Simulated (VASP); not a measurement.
## Ga2O3: single point with r2SCAN

Crystal: Ga2O3.

```xyz
10
Lattice="2.4923 1.4725 4.4915 -2.4923 1.4725 4.4915 0.0000 -2.8443 4.4591" Properties=species:S:1:pos:R:3 pbc="T T T"
Ga    0.0000    0.0358    4.7773
Ga    0.0000    0.0146    1.9437
Ga    0.0000    0.0650    8.6647
Ga    0.0000    0.0862   11.4983
O    -0.9788    1.4977    7.8520
O    -0.7567   -1.5084    7.8294
O     1.7356    0.1870    7.8421
O     0.9788   -1.3969    5.5900
O     0.7567    1.6092    5.6126
O    -1.7356   -0.0862    5.5999
```

This cell differs from its parent crystal: strain +0.0150 x Voigt [0, 0, 0, 1, 0, 0].

```yaml
Program: VASP 6.6.1
Task: single point
Functional: r2SCAN
Potentials_or_basis: VASP PAW PBE potentials, release 64 (Ga_d, O)
Cutoff: 520 eV
k_mesh: 6 × 6 × 6
Occupations: gaussian, width 0.05 eV
Spin: no spin polarisation
Dipole_correction: no
Further_INCAR_settings: ALGO = Normal; EDIFF = 1e-07; NBANDS = 55
```

The pressure is 2.0 GPa, the largest force is 0.116 eV/Å and the band gap on the k mesh is 3.53 eV (least direct gap 3.80 eV).

Forces in eV/Å, atoms in the order of the input:
```
Ga  -0.030  0.108 -0.031
Ga  -0.030 -0.108  0.031
Ga   0.030 -0.108  0.031
Ga   0.030  0.108 -0.031
O   -0.082  0.000  0.000
O    0.060  0.015  0.037
O    0.060 -0.015 -0.037
O    0.082  0.000  0.000
O   -0.060 -0.015 -0.037
O   -0.060  0.015  0.037
```

Stress tensor (GPa, compression positive):
```
 2.09  0.00  0.00
 0.00  2.25 -1.67
 0.00 -1.67  1.55
```

Levels at points of the mesh, in eV from the valence-band top:
```csv
k point,band 40,band 41,band 42,band 43,band 44,band 45,band 46,band 47,band 48,band 49
"(0.00, 0.00, 0.00)",-0.34,-0.32,-0.32,-0.29,-0.27,3.53,7.49,7.64,9.76,10.98
"(0.50, 0.00, 0.00)",-1.19,-1.05,-1.00,-0.16,-0.16,7.18,7.23,7.52,7.54,10.74
"(0.50, 0.50, 0.00)",-1.06,-0.89,-0.69,-0.23,-0.16,7.36,7.53,8.41,8.58,9.62
"(0.00, 0.00, 0.50)",-1.19,-1.00,-1.00,-0.20,-0.20,7.19,7.19,7.53,7.53,10.78
"(0.50, 0.00, 0.50)",-1.04,-0.88,-0.72,-0.28,-0.16,7.35,7.55,8.42,8.56,9.61
"(0.50, 0.50, 0.50)",-1.49,-0.34,-0.34,-0.29,-0.29,6.62,6.62,8.71,8.71,10.31
```

Run time: 22 min on 1 thread of AMD EPYC 9R45 96-Core Processor (Zen 5), with other jobs on the host, peak memory 0.39 GiB.

Caveat: the cell differs from its parent crystal (strain +0.0150 x Voigt [0, 0, 0, 1, 0, 0]); the PAW data sets were made with another functional, which shifts forces and pressure a little. A k mesh can miss the band edges.
